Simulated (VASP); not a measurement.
# MgC2 (P6/mmm) in VASP: further runs

The runs below take MgC2 through relaxation of cell and atoms, single point, with PBE.

All numbers are computed with VASP 6.6.1; they aren't measurements. Logs are shortened: lines on timing, memory, paths and dates and some standing lists are left out, and cuts for length are marked.

## Step 1: The cell of the first run

The structure is hexagonal, space group P6/mmm (No. 191). The conventional cell has a = 3.086 Å, b = 3.086 Å, c = 5.585 Å, α = 90.00°, β = 90.00°, γ = 120.00°. Within 2.5 Å of Mg (site symmetry 6/mmm) lie 2 C at 1.87 Å. Within 2.5 Å of C (site symmetry 6mm) lie 1 C at 1.85 Å and 1 Mg at 1.87 Å.

The cell was generated, and may not be a known phase.

## Step 2: Relaxation of cell and atoms, PBE

Input file INCAR:

```
SYSTEM = MgC2
  PREC = Accurate
  ENCUT = 840
  EDIFF = 1E-7
  ISMEAR = 0
  SIGMA = 0.1
  LREAL = .False.
  LASPH = .True.
  NELM = 120
  ALGO = Normal
  ISIF = 3
  LWAVE = .False.
  LCHARG = .False.
  GGA = PE
  IBRION = 2
  NSW = 90
  EDIFFG = -0.04
  GGA_COMPAT = .False.
  NELMIN = 4
```

Input file KPOINTS:

```
regular mesh
0
Gamma
  6 6 4
  0 0 0
```

Input file POSCAR:

```
MgC2
1.0
    3.0864490900      0.0000000000      0.0000000000
   -1.5432245500      2.6729433200      0.0000000000
    0.0000000000      0.0000000000      5.5852701000
Mg C
1 2
Direct
    0.0000000000      0.0000000000      0.5000000000
    0.0000000000      0.0000000000      0.1655322000
    0.0000000000      0.0000000000      0.8344678000
```

Potentials or basis: VASP PAW PBE potentials, release 64 (Mg_sv, C).

The run is started by

```console
cat potpaw_PBE.64/Mg_sv/POTCAR potpaw_PBE.64/C/POTCAR > POTCAR
mpirun -np 1 vasp_std > vasp.out
```

OUTCAR:

```text
SYSTEM = MgC2
   PREC = Accurate
   ENCUT = 840
   EDIFF = 1E-7
   ISMEAR = 0
   LREAL = .False.
   LASPH = .True.
   NELM = 120
   ISIF = 3
   GGA = PE
   IBRION = 2
   NSW = 90
   EDIFFG = -0.04
   NELMIN = 4

 ion  position               nearest neighbor table
   1  0.000  0.000  0.500-   2 1.87   3 1.87
   2  0.000  0.000  0.166-   3 1.85   1 1.87
   3  0.000  0.000  0.834-   2 1.85   1 1.87

  LATTYP: Found a hexagonal cell.
 ALAT       =     3.0864490900
 C/A-ratio  =     1.8096103118

  Lattice vectors:

 A1 = (   3.0864490900,   0.0000000000,   0.0000000000)
 A2 = (  -1.5432245500,   2.6729433200,   0.0000000000)
 A3 = (   0.0000000000,   0.0000000000,   5.5852701000)

Analysis of symmetry for initial positions (statically):
=====================================================================
 Subroutine PRICEL returns:
 Original cell was already a primitive cell.

 Routine SETGRP: Setting up the symmetry group for a
 hexagonal supercell.

 Subroutine GETGRP returns: Found 24 space group operations
 (whereof 24 operations were pure point group operations)
 out of a pool of 24 trial point group operations.

The static configuration has the point symmetry D_6h.

Analysis of symmetry for dynamics (positions and initial velocities):
=====================================================================
 Subroutine PRICEL returns:
 Original cell was already a primitive cell.

 Routine SETGRP: Setting up the symmetry group for a
 hexagonal supercell.

 Subroutine GETGRP returns: Found 24 space group operations
 (whereof 24 operations were pure point group operations)
 out of a pool of 24 trial point group operations.

The dynamic configuration has the point symmetry D_6h.

 Subroutine INISYM returns: Found 24 space group operations
 (whereof 24 operations are pure point group operations),
 and found     1 'primitive' translations

----------------------------------------------------------------------------------------

                                     Primitive cell

  volume of cell :      46.0779

  direct lattice vectors                    reciprocal lattice vectors
     3.086449090  0.000000000  0.000000000     0.323996920  0.187059710  0.000000000
    -1.543224550  2.672943320  0.000000000     0.000000000  0.374119418  0.000000000
     0.000000000  0.000000000  5.585270100     0.000000000  0.000000000  0.179042371

  length of vectors
     3.086449090  3.086449093  5.585270100     0.374119419  0.374119418  0.179042371

  position of ions in fractional coordinates (direct lattice)
     0.000000000  0.000000000  0.500000000
     0.000000000  0.000000000  0.165532200
     0.000000000  0.000000000  0.834467800

  ion indices of the primitive-cell ions
   primitive index   ion index
                 1           1
                 2           2
                 3           3

----------------------------------------------------------------------------------------

 KPOINTS: regular mesh

Automatic generation of k-mesh.
 Grid dimensions read from file:
 generate k-points for:    6    6    4

 Generating k-lattice:

  Cartesian coordinates                     Fractional coordinates (reciprocal lattice)
     0.053999487  0.031176618  0.000000000     0.166666667  0.000000000  0.000000000
     0.000000000  0.062353236  0.000000000     0.000000000  0.166666667  0.000000000
     0.000000000  0.000000000  0.044760593     0.000000000  0.000000000  0.250000000

  Length of vectors
     0.062353236  0.062353236  0.044760593

  Shift w.r.t. Gamma in fractional coordinates (k-lattice)
     0.000000000  0.000000000  0.000000000

 Subroutine IBZKPT returns following result:
 ===========================================

 Found     21 irreducible k-points:

 Following reciprocal coordinates:
            Coordinates               Weight
  0.000000  0.000000  0.000000      1.000000
  0.166667 -0.000000  0.000000      6.000000
  0.333333 -0.000000  0.000000      6.000000
  0.500000  0.000000  0.000000      3.000000
  0.166667  0.166667  0.000000      6.000000
  0.333333  0.166667  0.000000     12.000000
[... 13 lines left out ...]
  0.333333  0.166667  0.500000     12.000000
  0.333333  0.333333  0.500000      2.000000
   k-points           NKPTS =     21   k-points in BZ     NKDIM =     21   number of bands    NBANDS=     13
   number of dos      NEDOS =    301   number of ions     NIONS =      3
   total plane-waves  NPLWV =  48600
   dimension x,y,z NGX =    30 NGY =   30 NGZ =   54
   dimension x,y,z NGXF=    60 NGYF=   60 NGZF=  108
   ions per type =               1   2
   NGX,Y,Z   is equivalent  to a cutoff of  16.16, 16.16, 16.07 a.u.
   NGXF,Y,Z  is equivalent  to a cutoff of  32.32, 32.32, 32.15 a.u.
 SYSTEM =  MgC2
   PREC   = accura    normal or accurate (medium, high low for compatibility)
   ISTART =      0    job   : 0-new  1-cont  2-samecut
   ICHARG =      2    charge: 1-file 2-atom 10-const
   ISPIN  =      1    spin polarized calculation?
   LNONCOLLINEAR =      F non collinear calculations
   LSORBIT =      F    spin-orbit coupling
   LASPH  =      T    aspherical Exc in radial PAW
   ENCUT  =  840.0 eV  61.74 Ry    7.86 a.u.   7.29  7.29 13.20*2*pi/ulx,y,z
   NELM   =    120;   NELMIN=  4; NELMDL= -5     # of ELM steps
   EDIFF  = 0.1E-06   stopping-criterion for ELM
   LREAL  =      F    real-space projection
   EDIFFG = -.4E-01   stopping-criterion for IOM
   NSW    =     90    number of steps for IOM
   IBRION =      2    ionic relax: 0-MD 1-quasi-New 2-CG
   NFREE  =      1    steps in history (QN), initial steepest desc. (CG)
   ISIF   =      3    stress and relaxation
   ISYM   =      2    0-nonsym 1-usesym 2-fastsym
   POTIM  = 0.5000    time-step for ionic-motion
   TEBEG  =    0.0;   TEEND  =   0.0 temperature during run
   PSTRESS=    0.0 pullay stress
   NELECT =      18.0000    total number of electrons
   NUPDOWN=      -1.0000    fix difference up-down
   EMIN   =  10.00;   EMAX   =-10.00  energy-range for DOS
   EFERMI =   0.00;   METHOD = LEGACY
   ISMEAR =     0;   SIGMA  =   0.10  broadening in eV -4-tet -1-fermi 0-gaus
   EFERMI_NEDOS =   21; number of points for ismear=-14 and -15
   IALGO  =     38    algorithm
   IMIX   =      4    mixing-type and parameters
     AMIX     =   0.40;   BMIX     =  1.00
     AMIX_MAG =   1.60;   BMIX_MAG =  1.00
  volume/ion in A,a.u.               =      15.36       103.65
  Fermi-wavevector in a.u.,A,eV,Ry     =   1.196744  2.261519 19.486218  1.432197
  Thomas-Fermi vector in A             =   2.332677
   LORBIT       =      0    0 simple, 1 ext, 2 COOP (PROOUT), +10 PAW based schemes
   GGA     = PE    functional components
   LHFCALC =     F    Hartree Fock is set to
   AEXX    =    0.0000 exact exchange contribution
   IVDW    =     0    specifies the selected vdW correction
   LEPSILON=     F    determine dielectric tensor
   LRPA    =     F    only Hartree local field effects (RPA)
 conjugate gradient relaxation of ions
 non-spin polarized calculation
 Gauss-broadening in eV      SIGMA  =   0.10
  energy-cutoff  :      840.00
  volume of cell :       46.08
 maximum number of plane-waves:      2594
 NGX is ok and might be reduce to    30
   NGX = 15   NGY = 15   NGZ = 27

--------------------------------------- Ionic step        1  -------------------------------------------

 number of electron      18.0000005 magnetization

 Free energy of the ion-electron system (eV)
  ---------------------------------------------------
  ext. energy  EPLUGINS =         0.00000000
  ---------------------------------------------------
  free energy    TOTEN  =       -10.83041746 eV

  energy without entropy =      -10.82255405  energy(sigma->0) =      -10.82648576

------------------------ aborting loop because EDIFF is reached ----------------------------------------

  FORCE on cell =-STRESS in cart. coord.  units (eV):
  Direction    XX          YY          ZZ          XY          YZ          ZX
  --------------------------------------------------------------------------------------
  -------------------------------------------------------------------------------------
  Total       -1.3091996     -1.3091996     -0.4736940      0.0000000      0.0000000      0.0000000
  in kB      -45.5222148    -45.5222148    -16.4708271      0.0000001      0.0000000      0.0000000
  external PRESSURE =     -35.8384189 kB  Pullay stress =       0.0000000 kB
[... 92 lines left out ...]
  FREE ENERGIE OF THE ION-ELECTRON SYSTEM (eV)
  ---------------------------------------------------
  free  energy   TOTEN  =       -12.1483279343 eV

  energy  without entropy=      -12.1349488889  energy(sigma->0) =      -12.14163841

 E-fermi :   0.1982     XC(G=0):  -8.0409

 val. band max:        0.0992164481   @ k =   0.0000   0.0000   0.5000
 cond. band min:       0.2714916741   @ k =   0.5000   0.0000   0.5000
 fundamental gap:      0.1722752260
 Fermi energy:         0.1981580348

 k-point     1 :       0.0000    0.0000    0.0000
  band No.  band energies     occupation
      1     -74.7602      2.00000
      2     -41.6129      2.00000
      3     -41.6129      2.00000
      4     -41.3506      2.00000
      5     -12.1608      2.00000
      6      -5.0072      2.00000
      7      -4.4492      2.00000
      8       0.0683      1.93377
      9       0.0683      1.93376
     10       2.7156      0.00000
     11       6.4409      0.00000
     12       6.4409      0.00000
     13       8.9044      0.00000
[... 305 lines left out ...]
 k-point    21 :       0.3333    0.3333    0.5000
  band No.  band energies     occupation
      1     -74.7596      2.00000
      2     -41.6178      2.00000
      3     -41.6178      2.00000
      4     -41.3495      2.00000
      5     -11.5780      2.00000
      6      -5.0251      2.00000
      7      -1.5718      2.00000
      8      -1.4948      2.00000
      9      -1.4948      2.00000
     10       1.4201      0.00000
     11       1.4201      0.00000
     12       7.7334      0.00000
     13       8.3615      0.00000

[... ionic steps 4 to 19 ...]

--------------------------------------- Ionic step       20  -------------------------------------------

 number of electron      18.0000010 magnetization

------------------------ aborting loop because EDIFF is reached ----------------------------------------

  FORCE on cell =-STRESS in cart. coord.  units (eV):
  Direction    XX          YY          ZZ          XY          YZ          ZX
  --------------------------------------------------------------------------------------
  -------------------------------------------------------------------------------------
  Total        0.1390492      0.1390492     -0.2007500     -0.0000000      0.0000000      0.0000000
  in kB        2.7730172      2.7730172     -4.0034980     -0.0000000      0.0000000      0.0000000
  external PRESSURE =       0.5141788 kB  Pullay stress =       0.0000000 kB
[... 59 lines left out ...]
  energy  without entropy=      -16.4514832263  energy(sigma->0) =      -16.45148323

--------------------------------------- Ionic step       22  -------------------------------------------

 number of electron      18.0000006 magnetization

 Free energy of the ion-electron system (eV)
  ---------------------------------------------------
  ext. energy  EPLUGINS =         0.00000000
  ---------------------------------------------------
  free energy    TOTEN  =       -16.45181272 eV

  energy without entropy =      -16.45181272  energy(sigma->0) =      -16.45181272

 E-fermi :  -1.4900     XC(G=0):  -6.3943

 val. band max:       -2.1508353744   @ k =   0.0000   0.0000   0.5000
 cond. band min:      -0.2117173963   @ k =   0.5000   0.0000   0.5000
 fundamental gap:      1.9391179781
 Fermi energy:        -1.4900356037

 k-point     1 :       0.0000    0.0000    0.0000
  band No.  band energies     occupation
      1     -76.7467      2.00000
      2     -43.6165      2.00000
      3     -43.6165      2.00000
      4     -43.3389      2.00000
      5     -13.5580      2.00000
      6      -5.9531      2.00000
      7      -5.1307      2.00000
      8      -2.2140      2.00000
      9      -2.2140      2.00000
     10       1.1672      0.00000
     11       4.3226      0.00000
     12       4.3226      0.00000
     13       5.8058      0.00000
[... 348 lines left out ...]
  FREE ENERGIE OF THE ION-ELECTRON SYSTEM (eV)
  ---------------------------------------------------
  free  energy   TOTEN  =       -16.4518127241 eV

  energy  without entropy=      -16.4518127241  energy(sigma->0) =      -16.45181272

 reached required accuracy - stopping structural energy minimisation
```

It took 6.6 min on 1 thread of Intel Xeon Platinum 8259CL at 2.50GHz (Skylake/Cascade Lake), shared host; peak memory 0.22 GiB.

Results:

```
Free energy                           : -16.4518 eV
Relaxed volume                        : 26.86 Å³/atom
Relaxed cell                          : a = 4.213 Å, b = 4.213 Å, c = 5.242 Å, α = 90.00°, β = 90.00°, γ = 120.00°
Space group after relaxing (to 0.1 Å) : P6/mmm (No. 191)
Energy gained by relaxing             : 1873.8 meV/atom
Ionic steps                           : 22
Pressure after relaxing               : 0.1 GPa
Largest force after relaxing          : 0.026 eV/Å
Band gap on the k mesh                : 1.94 eV (least direct gap 2.12 eV)
```

Forces on the atoms (eV/Å):
```
Mg   0.000  0.000  0.000
C    0.000  0.000 -0.026
C    0.000  0.000  0.026
```

Step by step:
| step | energy change (eV) | largest force (eV/Å) | pressure (GPa) | volume (Å³) |
| --- | --- | --- | --- | --- |
| 1 | 0.0000 | 8.2631 | -3.58 | 46.08 |
| 2 | -0.9566 | 31.6355 | 40.39 | 43.82 |
| 3 | -1.3179 | 8.2271 | -7.20 | 45.61 |
| 4 | -2.3829 | 8.0189 | -8.38 | 45.24 |
| 5 | -3.8898 | 1.6163 | 0.71 | 44.53 |
| 6 | -3.8863 | 1.6373 | 5.05 | 44.39 |
| 7 | -3.9078 | 0.2512 | 2.54 | 44.46 |
| 8 | -3.2231 | 18.5403 | 31.69 | 45.46 |
| 9 | -4.0337 | 3.5705 | 9.19 | 44.84 |
| 10 | -4.2729 | 2.7539 | 9.62 | 46.06 |
| 11 | -4.5649 | 0.4285 | 18.33 | 49.45 |
| 12 | -4.8059 | 3.9843 | 10.49 | 54.07 |
| 13 | -4.8184 | 6.9146 | 5.54 | 58.38 |
| 14 | -4.9952 | 6.2581 | 4.15 | 61.19 |
| 15 | -5.3889 | 4.3286 | 1.03 | 70.07 |
| 16 | -5.5178 | 0.4945 | -4.34 | 90.06 |
| 17 | -5.5883 | 2.2083 | -1.67 | 80.47 |
| 18 | -5.5938 | 1.9029 | -2.11 | 82.11 |
| 19 | -5.6209 | 0.0694 | 0.01 | 80.37 |
| 20 | -5.6209 | 0.0361 | 0.05 | 80.34 |
| 21 | -5.6211 | 0.0337 | 0.05 | 80.40 |
| 22 | -5.6214 | 0.0264 | 0.05 | 80.59 |

Final structure:
```
Mg C
1.0
     4.21313    0.00000    0.00000
    -2.10657    3.64868    0.00000
     0.00000    0.00000    5.24229
Mg C
1 2
Direct
  0.00000 0.00000 0.50000
  0.00000 0.00000 0.11817
  0.00000 0.00000 0.88183
```

Caveat: the volume moved by over 15 % at a fixed basis, so the end points are rough. A k mesh can miss the band edges.

## Step 3: Single point, PBE, collinear spin

Input file INCAR:

```
SYSTEM = MgC2
  PREC = Accurate
  ENCUT = 840
  EDIFF = 1E-6
  ISMEAR = 0
  SIGMA = 0.1
  LREAL = .False.
  LASPH = .True.
  NELM = 200
  ALGO = Normal
  ISIF = 2
  LWAVE = .False.
  LCHARG = .False.
  ISPIN = 2
  MAGMOM = 0 1 1
  LORBIT = 11
  GGA = PE
  NBANDS = 20
  GGA_COMPAT = .False.
```

KPOINTS is that of step 2.

POSCAR is that of step 2.

Potentials or basis: VASP PAW PBE potentials, release 64 (Mg_sv, C).

The run is started by

```console
cat potpaw_PBE.64/Mg_sv/POTCAR potpaw_PBE.64/C/POTCAR > POTCAR
mpirun -np 1 vasp_std > vasp.out
```

It took 55 s on 1 thread of Intel Xeon Platinum 8375C at 2.90GHz (Ice Lake), shared host; peak memory 0.27 GiB.

The run converged. Its results:

```
Free energy                                           : -10.8304 eV
Pressure                                              : -3.6 GPa
Largest force                                         : 8.263 eV/Å
Band gap on the k mesh                                : zero (filled and empty bands overlap)
Net moment                                            : 0.00 μB per cell
Valence electrons inside the program's atomic spheres : Mg 8.20; C 2.11
```

Forces on the atoms (eV/Å):
```
Mg   0.000  0.000  0.000
C    0.000  0.000 -8.263
C    0.000  0.000  8.263
```

Stress tensor (GPa, compression positive):
```
-4.56  0.00  0.00
 0.00 -4.56  0.00
 0.00  0.00 -1.66
```

Levels at points of the mesh, in eV from the Fermi level:
Spin up:
```
           k point  band 7  band 8  band 9  band 10  band 11  band 12
(0.00, 0.00, 0.00)   -5.28    1.29    1.29     1.87     3.27     3.27
(0.50, 0.00, 0.00)   -3.55   -3.21   -0.65     0.34     2.50     2.51
(0.00, 0.00, 0.50)   -3.25   -0.55    1.28     1.28     3.26     3.26
(0.50, 0.00, 0.50)   -3.08   -2.23   -1.90     0.39     2.37     3.58
```
Spin down:
| k point | band 7 | band 8 | band 9 | band 10 | band 11 | band 12 |
| --- | --- | --- | --- | --- | --- | --- |
| (0.00, 0.00, 0.00) | -5.28 | 1.28 | 1.28 | 1.87 | 3.27 | 3.27 |
| (0.50, 0.00, 0.00) | -3.55 | -3.21 | -0.65 | 0.34 | 2.50 | 2.51 |
| (0.00, 0.00, 0.50) | -3.26 | -0.55 | 1.28 | 1.28 | 3.26 | 3.26 |
| (0.50, 0.00, 0.50) | -3.08 | -2.23 | -1.90 | 0.39 | 2.37 | 3.58 |

Caveat: the k points lie up to 0.39 Å⁻¹ apart, too coarse for converged energies and pressures of a metal; forces of over 1 eV/Å act on the atoms, so gaps and moduli don't describe the material at rest.

[end of part 1 of 2]

The gap in the log of VASP goes by the Fermi energy; the results here count the filled bands.